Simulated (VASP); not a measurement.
# PbSe (Fm-3m) in VASP: single point with r2SCAN

Aim: the single point of PbSe with r2SCAN.

Everything below comes from runs of VASP 6.6.1. Logs are shortened: lines on timing, memory, paths and dates and some standing lists are left out, and cuts for length are marked.

## (1) The cell of the first run

The structure is cubic, space group Fm-3m (No. 225). The conventional cell has a = 6.177 Å, b = 6.177 Å, c = 6.177 Å, α = 90.00°, β = 90.00°, γ = 90.00°. Pb (site symmetry m-3m) has 6 Se at 3.09 Å within 4.1 Å. Se (site symmetry m-3m) has 6 Pb at 3.09 Å within 4.1 Å.

## (2) Single point, r2SCAN, non-collinear spin, zero start, spin-orbit coupling

Input file POSCAR:

```
PbSe
1.0
    0.0000000000      3.0886779564      3.0886779564
    3.0886779564      0.0000000000      3.0886779564
    3.0886779564      3.0886779564      0.0000000000
Pb Se
1 1
Direct
    0.0000000000      0.0000000000      0.0000000000
    0.5000000000      0.5000000000      0.5000000000
```

Input file INCAR.step1:

```
SYSTEM = PbSe
ALGO = Normal ; EDIFF = 1E-4
ENCUT = 520 ; GGA = PE
GGA_COMPAT = .FALSE. ; ISMEAR = 0
LASPH = .TRUE. ; LCHARG = .FALSE.
LREAL = .FALSE. ; LSORBIT = .TRUE.
LWAVE = .TRUE. ; MAGMOM = 0 0 0 0 0 0
NBANDS = 32 ; NELM = 150
PREC = Accurate ; SIGMA = 0.01
```

Input file INCAR.step2:

```
SYSTEM = PbSe
ALGO = Normal ; EDIFF = 1E-6
ENCUT = 520 ; GGA_COMPAT = .FALSE.
ISIF = 2 ; ISMEAR = 0
ISTART = 1 ; LASPH = .TRUE.
LCHARG = .FALSE. ; LMIXTAU = .TRUE.
LORBIT = 11 ; LORBMOM = .TRUE.
LREAL = .FALSE. ; LSORBIT = .TRUE.
LWAVE = .FALSE. ; MAGMOM = 0 0 0 0 0 0
METAGGA = R2SCAN ; NBANDS = 32
NELM = 150 ; PREC = Accurate
SIGMA = 0.01
```

Input file KPOINTS:

```
k-points
0
G
  8 8 8
  0 0 0
```

Potentials or basis: VASP PAW PBE potentials, release 64 (Pb_d, Se).

The run is started by

```sh
cat potpaw_PBE.64/Pb_d/POTCAR potpaw_PBE.64/Se/POTCAR > POTCAR
cp INCAR.step1 INCAR
mpirun -np 1 vasp_ncl > vasp.out
cp INCAR.step2 INCAR
mpirun -np 1 vasp_ncl > vasp.out
```

OUTCAR:

```text
SYSTEM = PbSe
   EDIFF = 1E-6
   ENCUT = 520
   ISIF = 2
   ISMEAR = 0
   ISTART = 1
   LASPH = .TRUE.
   LORBIT = 11
   LREAL = .FALSE.
   LSORBIT = .TRUE.
   METAGGA = R2SCAN
   NELM = 150
   PREC = Accurate

 ion  position               nearest neighbor table
   1  0.000  0.000  0.000-   2 3.09   2 3.09   2 3.09   2 3.09   2 3.09   2 3.09
   2  0.500  0.500  0.500-   1 3.09   1 3.09   1 3.09   1 3.09   1 3.09   1 3.09

  LATTYP: Found a face centered cubic cell.
 ALAT       =     6.1773559128

  Lattice vectors:

 A1 = (   0.0000000000,   3.0886779564,   3.0886779564)
 A2 = (   3.0886779564,   0.0000000000,   3.0886779564)
 A3 = (   3.0886779564,   3.0886779564,   0.0000000000)

Analysis of symmetry for initial positions (statically):
=====================================================================
 Subroutine PRICEL returns:
 Original cell was already a primitive cell.

 Routine SETGRP: Setting up the symmetry group for a
 face centered cubic supercell.

 Subroutine GETGRP returns: Found 48 space group operations
 (whereof 48 operations were pure point group operations)
 out of a pool of 48 trial point group operations.

The static configuration has the point symmetry O_h .

Analysis of symmetry for dynamics (positions and initial velocities):
=====================================================================
 Subroutine PRICEL returns:
 Original cell was already a primitive cell.

 Routine SETGRP: Setting up the symmetry group for a
 face centered cubic supercell.

 Subroutine GETGRP returns: Found 48 space group operations
 (whereof 48 operations were pure point group operations)
 out of a pool of 48 trial point group operations.

The dynamic configuration has the point symmetry O_h .

Analysis of structural, dynamic, and magnetic symmetry:
=====================================================================
 Subroutine PRICEL returns:
 Original cell was already a primitive cell.

 Routine SETGRP: Setting up the symmetry group for a
 face centered cubic supercell.

 Subroutine GETGRP returns: Found 48 space group operations
 (whereof 48 operations were pure point group operations)
 out of a pool of 48 trial point group operations.

The overall configuration has the point symmetry O_h .

 Subroutine INISYM returns: Found 48 space group operations
 (whereof 48 operations are pure point group operations),
 and found     1 'primitive' translations

----------------------------------------------------------------------------------------

                                     Primitive cell

  volume of cell :      58.9316

  direct lattice vectors                    reciprocal lattice vectors
     0.000000000  3.088677956  3.088677956    -0.161881558  0.161881558  0.161881558
     3.088677956  0.000000000  3.088677956     0.161881558 -0.161881558  0.161881558
     3.088677956  3.088677956  0.000000000     0.161881558  0.161881558 -0.161881558

  length of vectors
     4.368050256  4.368050256  4.368050256     0.280387083  0.280387083  0.280387083

  position of ions in fractional coordinates (direct lattice)
     0.000000000  0.000000000  0.000000000
     0.500000000  0.500000000  0.500000000

  ion indices of the primitive-cell ions
   primitive index   ion index
                 1           1
                 2           2

----------------------------------------------------------------------------------------

 KPOINTS: k-points

Automatic generation of k-mesh.
 Grid dimensions read from file:
 generate k-points for:    8    8    8

 Generating k-lattice:

  Cartesian coordinates                     Fractional coordinates (reciprocal lattice)
    -0.020235195  0.020235195  0.020235195     0.125000000  0.000000000  0.000000000
     0.020235195 -0.020235195  0.020235195     0.000000000  0.125000000  0.000000000
[... 97 lines left out ...]
 number of electron      19.9999993 magnetization      -0.0000000     -0.0000000     -0.0000000

 number of electron      19.9999993 magnetization       0.0000000      0.0000000      0.0000000

 Free energy of the ion-electron system (eV)
  ---------------------------------------------------
  ext. energy  EPLUGINS =         0.00000000
  ---------------------------------------------------
  free energy    TOTEN  =       -72.33485030 eV

  energy without entropy =      -72.33485030  energy(sigma->0) =      -72.33485030

 E-fermi :   4.6523     XC(G=0):  -9.9333

 val. band max:        4.5497785586   @ k =   0.5000   0.0000   0.0000
 cond. band min:       4.7918461232   @ k =   0.5000   0.0000   0.0000
 fundamental gap:      0.2420675646
 Fermi energy:         4.6523192370

 k-point     1 :       0.0000    0.0000    0.0000
  band No.  band energies     occupation
      1     -14.3176      1.00000
      2     -14.3176      1.00000
      3     -14.3176      1.00000
      4     -14.3176      1.00000
      5     -11.7510      1.00000
      6     -11.7510      1.00000
[... 829 lines left out ...]
     31      15.9400      0.00000
     32      15.9459      0.00000

 [... further k-points ...]

------------------------ aborting loop because EDIFF is reached ----------------------------------------

  FORCE on cell =-STRESS in cart. coord.  units (eV):
  Direction    XX          YY          ZZ          XY          YZ          ZX
  --------------------------------------------------------------------------------------
  -------------------------------------------------------------------------------------
  Total       -0.0594334     -0.0594334     -0.0594334      0.0000000     -0.0000000      0.0000000
  in kB       -1.6158205     -1.6158205     -1.6158205      0.0000000     -0.0000000      0.0000000
  external PRESSURE =      -1.6158205 kB  Pullay stress =       0.0000000 kB

 VOLUME and BASIS-vectors are now :
 -----------------------------------------------------------------------------
  energy-cutoff  :      520.00
  volume of cell :       58.93
      direct lattice vectors                 reciprocal lattice vectors
     0.000000000  3.088677956  3.088677956    -0.161881558  0.161881558  0.161881558
     3.088677956  0.000000000  3.088677956     0.161881558 -0.161881558  0.161881558
     3.088677956  3.088677956  0.000000000     0.161881558  0.161881558 -0.161881558

 POSITION                                       TOTAL-FORCE (eV/Angst)
 -----------------------------------------------------------------------------------
      0.00000      0.00000      0.00000        -0.000000     -0.000000     -0.000000
      3.08868      3.08868      3.08868         0.000000      0.000000      0.000000
 -----------------------------------------------------------------------------------
    total drift:                                0.000000     -0.000000     -0.000000

  FREE ENERGIE OF THE ION-ELECTRON SYSTEM (eV)
  ---------------------------------------------------
  free  energy   TOTEN  =       -72.3348502967 eV

  energy  without entropy=      -72.3348502967  energy(sigma->0) =      -72.33485030

 orbital moment (x)

 # of ion     p       d       tot
 ----------------------------------------
  1         0.000   0.000   0.000
  2         0.000  -0.000  -0.000
 ----------------------------------------
            0.000   0.000   0.000

 orbital moment (y)

 # of ion     p       d       tot
 ----------------------------------------
  1         0.000  -0.000  -0.000
  2         0.000   0.000   0.000
 ----------------------------------------
            0.000  -0.000  -0.000

 orbital moment (z)

 # of ion     p       d       tot
 ----------------------------------------
  1         0.000   0.000   0.000
  2         0.000   0.000   0.000
 ----------------------------------------
            0.000   0.000   0.000

 Spin-Orbit-Coupling matrix elements

 Ion:    1  E_soc:     -0.7805721
 l=   1
     0.0000000    -0.0653325    -0.0653325
    -0.0653325     0.0000000    -0.0653325
    -0.0653325    -0.0653325     0.0000000
 l=   2
     0.0000000    -0.0130026     0.0000000    -0.0130026    -0.0517602
    -0.0130026     0.0000000    -0.0388202    -0.0130026    -0.0129401
     0.0000000    -0.0388202     0.0000000    -0.0388202     0.0000000
    -0.0130026    -0.0130026    -0.0388202     0.0000000    -0.0129401
    -0.0517602    -0.0129401     0.0000000    -0.0129401     0.0000000
 l=   3
     0.0000000     0.0000000     0.0000000     0.0000000     0.0000000     0.0000000     0.0000000
     0.0000000     0.0000000     0.0000000     0.0000000     0.0000000     0.0000000     0.0000000
     0.0000000     0.0000000     0.0000000     0.0000000     0.0000000     0.0000000     0.0000000
     0.0000000     0.0000000     0.0000000     0.0000000     0.0000000     0.0000000     0.0000000
     0.0000000     0.0000000     0.0000000     0.0000000     0.0000000     0.0000000     0.0000000
     0.0000000     0.0000000     0.0000000     0.0000000     0.0000000     0.0000000     0.0000000
     0.0000000     0.0000000     0.0000000     0.0000000     0.0000000     0.0000000     0.0000000

 Ion:    2  E_soc:     -0.0458820
 l=   1
     0.0000000    -0.0076594    -0.0076594
    -0.0076594     0.0000000    -0.0076594
    -0.0076594    -0.0076594     0.0000000
 l=   2
     0.0000000    -0.0000014     0.0000000    -0.0000014     0.0000138
    -0.0000014     0.0000000     0.0000104    -0.0000014     0.0000035
     0.0000000     0.0000104     0.0000000     0.0000104     0.0000000
    -0.0000014    -0.0000014     0.0000104     0.0000000     0.0000035
     0.0000138     0.0000035     0.0000000     0.0000035     0.0000000
 l=   3
     0.0000000     0.0000000     0.0000000     0.0000000     0.0000000     0.0000000     0.0000000
     0.0000000     0.0000000     0.0000000     0.0000000     0.0000000     0.0000000     0.0000000
     0.0000000     0.0000000     0.0000000     0.0000000     0.0000000     0.0000000     0.0000000
     0.0000000     0.0000000     0.0000000     0.0000000     0.0000000     0.0000000     0.0000000
     0.0000000     0.0000000     0.0000000     0.0000000     0.0000000     0.0000000     0.0000000
     0.0000000     0.0000000     0.0000000     0.0000000     0.0000000     0.0000000     0.0000000
     0.0000000     0.0000000     0.0000000     0.0000000     0.0000000     0.0000000     0.0000000

 total charge

# of ion       s       p       d       tot
------------------------------------------
    1        1.469   0.522   9.834  11.824
    2        1.463   2.373   0.016   3.853
--------------------------------------------------
tot          2.932   2.895   9.849  15.677

 magnetization (x)

# of ion       s       p       d       tot
------------------------------------------
    1        0.000   0.000   0.000   0.000
    2       -0.000   0.000  -0.000   0.000
--------------------------------------------------
tot         -0.000   0.000   0.000   0.000

 magnetization (y)

# of ion       s       p       d       tot
------------------------------------------
    1        0.000   0.000   0.000   0.000
    2        0.000   0.000   0.000   0.000
--------------------------------------------------
tot          0.000   0.000   0.000   0.000

 magnetization (z)

# of ion       s       p       d       tot
------------------------------------------
    1        0.000   0.000   0.000   0.000
    2        0.000   0.000   0.000   0.000
--------------------------------------------------
tot          0.000   0.000   0.000   0.000
```

Run time: 4.9 min. Hardware: 1 thread of Intel Xeon Platinum 8488C (Sapphire Rapids), shared host; peak memory 0.41 GiB.

What came out:

| Item | Value |
| --- | --- |
| Free energy | -72.3349 eV |
| Pressure | -0.2 GPa |
| Net moment | 0.00 μB per cell |
| Valence electrons inside the program's atomic spheres | Pb 11.82; Se 3.85 |

Moments on the atoms (μB; x, y, z):
```
Pb  0.00 0.00 0.00
Se  0.00 0.00 0.00
```

Caveat: the PAW data sets were made with another functional, which shifts forces and pressure a little.
